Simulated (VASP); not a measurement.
WC:

```
CELL_PARAMETERS angstrom
1.64035 -2.11804 0.00000
1.64035 2.11804 0.00000
0.00000 0.00000 4.30942
ATOMIC_POSITIONS crystal
W 0.50000 0.50000 0.50000
C 0.00000 0.00000 0.00000
```

| Property | Result |
| --- | --- |
| Program | VASP 6.6.1 |
| Task | relaxation of cell and atoms |
| Functional | BLYP |
| Dispersion | D3(BJ) |
| Potentials or basis | VASP PAW PBE potentials, release 64 (W_sv, C) |
| Cutoff | 600 eV |
| k mesh | 10 × 10 × 6 |
| Occupations | fermi-dirac, width 0.05 eV |
| Spin | no spin polarisation |

At the start: pressure -32.1 GPa; volume 14.97 Å³/atom.

How do energy, volume and symmetry change on relaxing?

Over 21 steps the energy falls by 1897.9 meV/atom and the volume is 11.69 Å³/atom (-21.9 %); space group Cmmm (No. 65, to 0.1 Å) before and after.

Step by step:
| step | energy change (eV) | largest force (eV/Å) | pressure (GPa) | volume (Å³) |
| --- | --- | --- | --- | --- |
| 1 | 0.0000 | 0.0000 | -32.06 | 29.94 |
| 2 | -2.1053 | 0.0000 | 86.60 | 18.35 |
| 3 | -2.3744 | 0.0000 | 29.44 | 20.45 |
| 4 | -2.7933 | 0.0000 | 92.00 | 18.76 |
| 5 | -3.1149 | 0.0000 | 56.67 | 19.46 |
| 6 | -3.6853 | 0.0000 | -14.12 | 23.79 |
| 7 | -3.7286 | 0.0000 | -2.86 | 22.71 |
| 8 | -3.7285 | 0.0000 | -3.65 | 22.78 |
| 9 | -3.7709 | 0.0000 | 0.32 | 22.82 |
| 10 | -3.7762 | 0.0000 | 7.34 | 22.85 |
| 11 | -3.7822 | 0.0000 | 4.56 | 22.84 |
| 12 | -3.7943 | 0.0000 | -0.23 | 23.42 |
| 13 | -3.7945 | 0.0000 | -0.73 | 23.49 |
| 14 | -3.7956 | 0.0000 | 0.28 | 23.42 |
| 15 | -3.7956 | 0.0000 | 0.46 | 23.40 |
| 16 | -3.7957 | 0.0000 | -0.43 | 23.45 |
| 17 | -3.7957 | 0.0000 | -0.13 | 23.43 |
| 18 | -3.7958 | 0.0000 | -0.12 | 23.42 |
| 19 | -3.7958 | 0.0000 | 0.12 | 23.38 |
| 20 | -3.7958 | 0.0000 | -0.14 | 23.39 |
| 21 | -3.7958 | 0.0000 | -0.01 | 23.39 |

Final structure:
```cif
data_structure
_symmetry_space_group_name_H-M 'P 1'
_symmetry_Int_Tables_number 1
_cell_length_a 3.0111
_cell_length_b 3.0111
_cell_length_c 3.0222
_cell_angle_alpha 90.000
_cell_angle_beta 90.000
_cell_angle_gamma 121.408
_cell_volume 23.39
loop_
_atom_site_label
_atom_site_type_symbol
_atom_site_fract_x
_atom_site_fract_y
_atom_site_fract_z
_atom_site_occupancy
W1 W 0.50000 0.50000 0.50000 1
C1 C 0.00000 0.00000 0.00000 1
```

Caveat: the volume moved by over 15 % at a fixed basis, so the end points are rough; the PAW data sets were made with another functional, which shifts forces and pressure a little.
